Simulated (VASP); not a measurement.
# SiO (F-43m) in VASP: settings compared

Aim: see how the results for SiO move with the level of theory and the settings. Levels: r2SCAN+D3(BJ), PBE0, B3LYP. Tasks: single point, relaxation of cell and atoms.

Program: VASP 6.6.1. These are calculated values, not measurements. Logs are shortened: lines on timing, memory, paths and dates and some standing lists are left out, and cuts for length are marked.

## Step 1: The cell of the first run

The structure is cubic, space group F-43m (No. 216). Conventional cell: a = 4.891 Å, b = 4.891 Å, c = 4.891 Å, α = 90.00°, β = 90.00°, γ = 90.00°. Within 2.8 Å of Si (site symmetry -43m) lie 4 O at 2.12 Å. O (site symmetry -43m) has 4 Si at 2.12 Å within 2.8 Å.

## Step 2: Single point, r2SCAN+D3(BJ)

File POSCAR:

```
SiO
1.0
    0.0000000000      2.4457311130      2.4457311130
    2.4457311130      0.0000000000      2.4457311130
    2.4457311130      2.4457311130      0.0000000000
Si O
1 1
Direct
    0.7500000000      0.7500000000      0.7500000000
    0.0000000000      0.0000000000      0.0000000000
```

File INCAR.step1:

```
PREC     = Accurate       # precision mode
ENCUT    = 520            # plane-wave cutoff, eV
ISMEAR   = -1             # smearing method
SIGMA    = 0.05           # smearing width, eV
LREAL    = F              # projectors in reciprocal space
LASPH    = T              # aspherical terms in the spheres
NELM     = 60             # most SCF steps
NBANDS   = 12             # bands
GGA      = PE             # functional
ALGO     = Normal         # electronic algorithm
EDIFF    = 1E-4           # SCF threshold, eV
LWAVE    = T              # write WAVECAR
LCHARG   = F              # write CHGCAR
```

File INCAR.step2:

```
PREC     = Accurate       # precision mode
ENCUT    = 520            # plane-wave cutoff, eV
EDIFF    = 1E-6           # SCF threshold, eV
ISMEAR   = -1             # smearing method
SIGMA    = 0.05           # smearing width, eV
LREAL    = F              # projectors in reciprocal space
LASPH    = T              # aspherical terms in the spheres
NELM     = 60             # most SCF steps
ALGO     = Normal         # electronic algorithm
ISIF     = 2              # what is computed and relaxed
LWAVE    = F              # write WAVECAR
LCHARG   = F              # write CHGCAR
METAGGA  = R2SCAN         # meta-GGA
LMIXTAU  = T            
IVDW     = 12             # dispersion correction
VDW_S6   = 1.0          
VDW_S8   = 0.78981345   
VDW_A1   = 0.49484001   
VDW_A2   = 5.73083694   
NBANDS   = 12             # bands
ISTART   = 1
```

File KPOINTS:

```
regular mesh
0
Gamma
  9 9 9
```

Potentials or basis: VASP PAW PBE potentials, release 64 (Si, O).

The run is started by

```
$ cat potpaw_PBE.64/Si/POTCAR potpaw_PBE.64/O/POTCAR > POTCAR
$ cp INCAR.step1 INCAR
$ mpirun -np 1 vasp_std > vasp.out
$ cp INCAR.step2 INCAR
$ mpirun -np 1 vasp_std > vasp.out
```

OUTCAR:

```text
PREC = Accurate
   ENCUT = 520
   EDIFF = 1E-6
   ISMEAR = -1
   LREAL = F
   LASPH = T
   NELM = 60
   ISIF = 2
   METAGGA = R2SCAN
   IVDW = 12
   ISTART = 1
 IVDW          = 12

 ion  position               nearest neighbor table
   1  0.750  0.750  0.750-   2 2.12   2 2.12   2 2.12   2 2.12
   2  0.000  0.000  0.000-   1 2.12   1 2.12   1 2.12   1 2.12

  LATTYP: Found a face centered cubic cell.
 ALAT       =     4.8914622260

  Lattice vectors:

 A1 = (   0.0000000000,   2.4457311130,   2.4457311130)
 A2 = (   2.4457311130,   0.0000000000,   2.4457311130)
 A3 = (   2.4457311130,   2.4457311130,   0.0000000000)

Analysis of symmetry for initial positions (statically):
=====================================================================
 Subroutine PRICEL returns:
 Original cell was already a primitive cell.

 Routine SETGRP: Setting up the symmetry group for a
 face centered cubic supercell.

 Subroutine GETGRP returns: Found 24 space group operations
 (whereof 24 operations were pure point group operations)
 out of a pool of 48 trial point group operations.

The static configuration has the point symmetry T_d .

Analysis of symmetry for dynamics (positions and initial velocities):
=====================================================================
 Subroutine PRICEL returns:
 Original cell was already a primitive cell.

 Routine SETGRP: Setting up the symmetry group for a
 face centered cubic supercell.

 Subroutine GETGRP returns: Found 24 space group operations
 (whereof 24 operations were pure point group operations)
 out of a pool of 48 trial point group operations.

The dynamic configuration has the point symmetry T_d .

 Subroutine INISYM returns: Found 24 space group operations
 (whereof 24 operations are pure point group operations),
 and found     1 'primitive' translations

----------------------------------------------------------------------------------------

                                     Primitive cell

  volume of cell :      29.2588

  direct lattice vectors                    reciprocal lattice vectors
     0.000000000  2.445731113  2.445731113    -0.204437846  0.204437846  0.204437846
     2.445731113  0.000000000  2.445731113     0.204437846 -0.204437846  0.204437846
     2.445731113  2.445731113  0.000000000     0.204437846  0.204437846 -0.204437846

  length of vectors
     3.458786110  3.458786110  3.458786110     0.354096736  0.354096736  0.354096736

  position of ions in fractional coordinates (direct lattice)
     0.750000000  0.750000000  0.750000000
     0.000000000  0.000000000  0.000000000

  ion indices of the primitive-cell ions
   primitive index   ion index
                 1           1
                 2           2

----------------------------------------------------------------------------------------

 KPOINTS: regular mesh

Automatic generation of k-mesh.
 Grid dimensions read from file:
 generate k-points for:    9    9    9

 Generating k-lattice:

  Cartesian coordinates                     Fractional coordinates (reciprocal lattice)
    -0.022715316  0.022715316  0.022715316     0.111111111  0.000000000  0.000000000
     0.022715316 -0.022715316  0.022715316     0.000000000  0.111111111  0.000000000
     0.022715316  0.022715316 -0.022715316     0.000000000  0.000000000  0.111111111

  Length of vectors
     0.039344082  0.039344082  0.039344082

  Shift w.r.t. Gamma in fractional coordinates (k-lattice)
     0.000000000  0.000000000  0.000000000

 Subroutine IBZKPT returns following result:
 ===========================================

 Found     35 irreducible k-points:

 Following reciprocal coordinates:
            Coordinates               Weight
  0.000000  0.000000  0.000000      1.000000
  0.111111  0.000000  0.000000      8.000000
  0.222222  0.000000  0.000000      8.000000
  0.333333  0.000000  0.000000      8.000000
  0.444444  0.000000  0.000000      8.000000
  0.111111  0.111111  0.000000      6.000000
[... 16 lines left out ...]
 -0.333333  0.333333  0.000000     12.000000
  0.444444  0.444444  0.000000      6.000000
 [... further k-points ...]
   k-points           NKPTS =     35   k-points in BZ     NKDIM =     35   number of bands    NBANDS=     12
   number of dos      NEDOS =    301   number of ions     NIONS =      2
   total plane-waves  NPLWV =  21952
   dimension x,y,z NGX =    28 NGY =   28 NGZ =   28
   dimension x,y,z NGXF=    56 NGYF=   56 NGZF=   56
   ions per type =               1   1
   NGX,Y,Z   is equivalent  to a cutoff of  13.46, 13.46, 13.46 a.u.
   NGXF,Y,Z  is equivalent  to a cutoff of  26.92, 26.92, 26.92 a.u.
 SYSTEM =  unknown system
   PREC   = accura    normal or accurate (medium, high low for compatibility)
   ISTART =      1    job   : 0-new  1-cont  2-samecut
   ICHARG =      0    charge: 1-file 2-atom 10-const
   ISPIN  =      1    spin polarized calculation?
   LNONCOLLINEAR =      F non collinear calculations
   LSORBIT =      F    spin-orbit coupling
   LASPH  =      T    aspherical Exc in radial PAW
   ENCUT  =  520.0 eV  38.22 Ry    6.18 a.u.   6.43  6.43  6.43*2*pi/ulx,y,z
   NELM   =     60;   NELMIN=  2; NELMDL=  0     # of ELM steps
   EDIFF  = 0.1E-05   stopping-criterion for ELM
   LREAL  =      F    real-space projection
   EDIFFG = 0.1E-04   stopping-criterion for IOM
   NSW    =      0    number of steps for IOM
   IBRION =     -1    ionic relax: 0-MD 1-quasi-New 2-CG
   NFREE  =      0    steps in history (QN), initial steepest desc. (CG)
   ISIF   =      2    stress and relaxation
   ISYM   =      2    0-nonsym 1-usesym 2-fastsym
   POTIM  = 0.5000    time-step for ionic-motion
   TEBEG  =    0.0;   TEEND  =   0.0 temperature during run
   PSTRESS=    0.0 pullay stress
   NELECT =      10.0000    total number of electrons
   NUPDOWN=      -1.0000    fix difference up-down
   EMIN   =  10.00;   EMAX   =-10.00  energy-range for DOS
   EFERMI =   0.00;   METHOD = LEGACY
   ISMEAR =    -1;   SIGMA  =   0.05  broadening in eV -4-tet -1-fermi 0-gaus
   EFERMI_NEDOS =   21; number of points for ismear=-14 and -15
   IALGO  =     38    algorithm
   IMIX   =      4    mixing-type and parameters
     AMIX     =   0.40;   BMIX     =  1.00
     AMIX_MAG =   1.60;   BMIX_MAG =  1.00
  volume/ion in A,a.u.               =      14.63        98.72
  Fermi-wavevector in a.u.,A,eV,Ry     =   1.144606  2.162992 17.825313  1.310124
  Thomas-Fermi vector in A             =   2.281298
   LORBIT       =      0    0 simple, 1 ext, 2 COOP (PROOUT), +10 PAW based schemes
   METAGGA = R2SCAN    functional components
   LHFCALC =     F    Hartree Fock is set to
   AEXX    =    0.0000 exact exchange contribution
   IVDW    =    12    specifies the selected vdW correction
   LEPSILON=     F    determine dielectric tensor
   LRPA    =     F    only Hartree local field effects (RPA)
 non-spin polarized calculation
  energy-cutoff  :      520.00
  volume of cell :       29.26
 maximum number of plane-waves:       801
 NGX is ok and might be reduce to    28
   NGX = 13   NGY = 13   NGZ = 13

 number of electron      10.0000003 magnetization

 Free energy of the ion-electron system (eV)
  ---------------------------------------------------
  ext. energy  EPLUGINS =         0.00000000
  ---------------------------------------------------
  free energy    TOTEN  =       -15.03747272 eV

  energy without entropy =      -15.03275383  energy(sigma->0) =      -15.03511328

 E-fermi :   6.2272     XC(G=0): -10.3803

 val. band max:        6.1693095224   @ k =  -0.4444   0.4444   0.0000
 cond. band min:       6.2852151516   @ k =  -0.4444   0.4444   0.1111
 fundamental gap:      0.1159056292
 Fermi energy:         6.2271743537

 k-point     1 :       0.0000    0.0000    0.0000
  band No.  band energies     occupation
      1     -16.0219      2.00000
      2      -0.1999      2.00000
      3       0.5018      2.00000
      4       0.5018      2.00000
      5       0.5018      2.00000
      6       9.9296      0.00000
      7       9.9296      0.00000
      8       9.9296      0.00000
      9      17.1681      0.00000
     10      18.2098      0.00000
     11      18.2098      0.00000
     12      18.9974      0.00000

 k-point     2 :       0.1111    0.0000    0.0000
  band No.  band energies     occupation
      1     -15.9555      2.00000
      2      -1.2493      2.00000
      3       0.4463      2.00000
      4       0.4463      2.00000
      5       1.5325      2.00000
      6       9.4919      0.00000
      7      10.0257      0.00000
      8      10.0257      0.00000
      9      17.2493      0.00000
     10      17.2493      0.00000
     11      17.6775      0.00000
     12      18.6492      0.00000

 k-point     3 :       0.2222    0.0000    0.0000
  band No.  band energies     occupation
      1     -15.7795      2.00000
      2      -2.4553      2.00000
      3       0.3127      2.00000
      4       0.3127      2.00000
      5       2.6375      2.00000
      6       8.7443      0.00000
      7      10.1876      0.00000
      8      10.1876      0.00000
      9      16.6889      0.00000
     10      16.6889      0.00000
     11      17.0556      0.00000
     12      19.9287      0.00000

 k-point     4 :       0.3333    0.0000    0.0000
  band No.  band energies     occupation
      1     -15.5662      2.00000
      2      -3.4034      2.00000
      3       0.1714      2.00000
      4       0.1714      2.00000
      5       3.3356      2.00000
      6       8.3176      0.00000
      7      10.2237      0.00000
      8      10.2237      0.00000
      9      16.4700      0.00000
     10      16.9383      0.00000
     11      16.9383      0.00000
     12      20.6461      0.00000

 k-point     5 :       0.4444    0.0000    0.0000
  band No.  band energies     occupation
      1     -15.4187      2.00000
      2      -3.9326      2.00000
      3       0.0845      2.00000
      4       0.0845      2.00000
      5       3.5983      2.00000
      6       8.2378      0.00000
      7      10.1723      0.00000
      8      10.1723      0.00000
      9      16.3319      0.00000
     10      17.5308      0.00000
     11      17.5308      0.00000
     12      20.1966      0.00000
[... 228 lines left out ...]
      1     -15.2996      2.00000
      2      -3.5564      2.00000
      3      -0.8487      2.00000
      4      -0.5870      2.00000
      5       5.0202      2.00000
      6       6.3406      0.18765
      7      10.8319      0.00000
      8      11.4234      0.00000
      9      12.5633      0.00000
     10      18.1246      0.00000
     11      20.6592      0.00000
     12      23.0571      0.00000

 k-point    22 :      -0.4444    0.3333    0.0000
  band No.  band energies     occupation
      1     -15.2304      2.00000
      2      -3.5788      2.00000
      3      -1.4312      2.00000
      4      -0.5273      2.00000
      5       5.5197      2.00000
      6       6.6547      0.00039
      7      10.1313      0.00000
      8      11.3414      0.00000
      9      13.0700      0.00000
     10      18.5625      0.00000
     11      19.3863      0.00000
     12      23.1711      0.00000

 k-point    23 :      -0.3333    0.3333    0.0000
  band No.  band energies     occupation
      1     -15.2492      2.00000
      2      -3.5020      2.00000
      3      -1.7059      2.00000
      4      -0.3272      2.00000
      5       5.6855      1.99996
      6       7.2095      0.00000
      7       9.3927      0.00000
      8      11.0803      0.00000
      9      14.0285      0.00000
     10      17.8223      0.00000
     11      19.0943      0.00000
     12      22.5926      0.00000

 k-point    24 :       0.4444    0.4444    0.0000
  band No.  band energies     occupation
      1     -15.2307      2.00000
      2      -3.7143      2.00000
      3      -0.7330      2.00000
      4      -0.7330      2.00000
      5       4.7887      2.00000
      6       6.0533      1.94007
      7      11.6881      0.00000
      8      11.6881      0.00000
      9      11.9662      0.00000
     10      17.4443      0.00000
     11      22.0759      0.00000
     12      23.5257      0.00000

 [... further k-points ...]

------------------------ aborting loop because EDIFF is reached ----------------------------------------

 Edisp (eV)   -0.21148

 E8    (eV) :    -0.0598

  FORCE on cell =-STRESS in cart. coord.  units (eV):
  Direction    XX          YY          ZZ          XY          YZ          ZX
  --------------------------------------------------------------------------------------
  -------------------------------------------------------------------------------------
  Total       0.00640     0.00640     0.00640    -0.00000     0.00000    -0.00000
  in kB       0.35031     0.35031     0.35031    -0.00000     0.00000    -0.00000
  external pressure =        0.35 kB  Pullay stress =        0.00 kB

 VOLUME and BASIS-vectors are now :
 -----------------------------------------------------------------------------
  energy-cutoff  :      520.00
  volume of cell :       29.26
      direct lattice vectors                 reciprocal lattice vectors
     0.000000000  2.445731113  2.445731113    -0.204437846  0.204437846  0.204437846
     2.445731113  0.000000000  2.445731113     0.204437846 -0.204437846  0.204437846
     2.445731113  2.445731113  0.000000000     0.204437846  0.204437846 -0.204437846

 POSITION                                       TOTAL-FORCE (eV/Angst)
 -----------------------------------------------------------------------------------
      3.66860      3.66860      3.66860         0.000000      0.000000      0.000000
      0.00000      0.00000      0.00000        -0.000000     -0.000000     -0.000000
 -----------------------------------------------------------------------------------
    total drift:                                0.000000      0.000000      0.000000

  FREE ENERGIE OF THE ION-ELECTRON SYSTEM (eV)
  ---------------------------------------------------
  free  energy   TOTEN  =       -15.2489539971 eV

  energy  without entropy=      -15.2442351112  energy(sigma->0) =      -15.24659455
```

Run time: 74 s. Hardware: 1 thread of Intel Xeon 8259CL, shared host; peak memory 0.17 GiB.

What came out:

* Free energy: -15.2490 eV
* Pressure: 0.0 GPa
* Band gap on the k mesh: zero (bands 5 and 6 overlap by 0.32 eV)
* Dispersion energy per atom: -0.106 eV

Levels at points of the mesh, in eV from the Fermi level:
```tsv
k point	band 1	band 2	band 3	band 4	band 5	band 6	band 7	band 8	band 9	band 10
(0.00, 0.00, 0.00)	-22.25	-6.43	-5.73	-5.73	-5.73	3.70	3.70	3.70	10.94	11.98
```

Caveat: the PAW data sets were made with another functional, which shifts forces and pressure a little.

## Step 3: Relaxation of cell and atoms, r2SCAN+D3(BJ)

This run uses another cell than the first one, of 14.41 Å³/atom.

File POSCAR:

```
SiO
1.0
    0.0000000000      2.4336400000      2.4336400000
    2.4336400000      0.0000000000      2.4336400000
    2.4336400000      2.4336400000      0.0000000000
Si O
1 1
Direct
    0.7500000000      0.7500000000      0.7500000000
    0.0000000000      0.0000000000      0.0000000000
```

File INCAR.step1:

```
PREC = Accurate
ENCUT = 600
ISMEAR = -1
SIGMA = 0.05
LREAL = F
LASPH = T
NELM = 100
GGA = PE
ALGO = Normal
EDIFF = 1E-4
LWAVE = T
LCHARG = F
```

File INCAR.step2:

```
PREC = Accurate
ENCUT = 600
EDIFF = 1E-7
ISMEAR = -1
SIGMA = 0.05
LREAL = F
LASPH = T
NELM = 100
ALGO = Normal
ISIF = 3
LWAVE = F
LCHARG = F
METAGGA = R2SCAN
LMIXTAU = T
IVDW = 12
VDW_S6 = 1.0
VDW_S8 = 0.78981345
VDW_A1 = 0.49484001
VDW_A2 = 5.73083694
IBRION = 2
NSW = 60
EDIFFG = -0.01
ISTART = 1
```

File KPOINTS:

```
Automatic mesh
0
Gamma
  9 9 9
```

Potentials or basis: VASP PAW PBE potentials, release 64 (Si, O).

The run is started by

```
$ cat potpaw_PBE.64/Si/POTCAR potpaw_PBE.64/O/POTCAR > POTCAR
$ cp INCAR.step1 INCAR
$ mpirun -np 1 vasp_std > vasp.out
$ cp INCAR.step2 INCAR
$ mpirun -np 1 vasp_std > vasp.out
```

Wall time 2.8 min (1 thread of Intel Xeon 8259CL, shared host); peak memory 0.17 GiB.

The run converged. Its results:

```
Free energy                           : -15.2507 eV
Relaxed volume                        : 14.62 Å³/atom
Relaxed cell                          : a = 3.458 Å, b = 3.458 Å, c = 3.458 Å, α = 60.00°, β = 60.00°, γ = 60.00°
Space group after relaxing (to 0.1 Å) : F-43m (No. 216)
Energy gained by relaxing             : 1.0 meV/atom
Ionic steps                           : 3
Pressure after relaxing               : 0.0 GPa
Band gap on the k mesh                : zero (bands 5 and 6 overlap by 0.32 eV)
Dispersion energy per atom            : -0.106 eV
```

The path:
```
step  energy change (eV)  largest force (eV/Å)  pressure (GPa)  volume (Å³)
   1              0.0000                0.0000            1.44        28.83
   2             -0.0019                0.0000           -0.55        29.37
   3             -0.0021                0.0000           -0.01        29.25
```

Final structure:
```xyz
2
Lattice="0.0000 2.4455 2.4455 2.4455 0.0000 2.4455 2.4455 2.4455 0.0000" Properties=species:S:1:pos:R:3 pbc="T T T"
Si    3.6682    3.6682    3.6682
O     0.0000    0.0000    0.0000
```

Levels at points of the mesh, in eV from the Fermi level:
| k point | band 2 | band 3 | band 4 | band 5 | band 6 | band 7 | band 8 | band 9 |
| --- | --- | --- | --- | --- | --- | --- | --- | --- |
| (0.00, 0.00, 0.00) | -6.43 | -5.73 | -5.73 | -5.73 | 3.70 | 3.70 | 3.70 | 10.94 |

Caveat: the PAW data sets were made with another functional, which shifts forces and pressure a little.

(Continued in part 2 of 2.)
